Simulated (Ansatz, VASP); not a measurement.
## Two plane-wave programs on Be2C

```
Be C
1.0
     0.00000    2.16049    2.16049
     2.16049    0.00000    2.16049
     2.16049    2.16049    0.00000
Be C
2 1
Direct
  0.75000 0.75000 0.75000
  0.25000 0.25000 0.25000
  0.00000 0.00000 0.00000
```

Alike in both runs: task single point; functional r2SCAN; k mesh 10 × 10 × 10; no spin polarisation.

```csv
,VASP,Ansatz
version,VASP 6.6.1,Ansatz 0.2.0
potentials or method,"VASP PAW PBE potentials, release 64 (Be, C)","plane waves, PAW"
plane-wave cutoff (eV),660,500
occupations,"gaussian, width 0.01 eV",fixed
valence electrons in the cell,8,8
```

```tsv
	VASP	Ansatz	Ansatz less VASP
gap on the k mesh at the Fermi level (eV)	1.53	1.53	+0.005
pressure (GPa)	0.8	0.0	-0.79
```

VASP's potentials were made for PBE, not for r2SCAN.
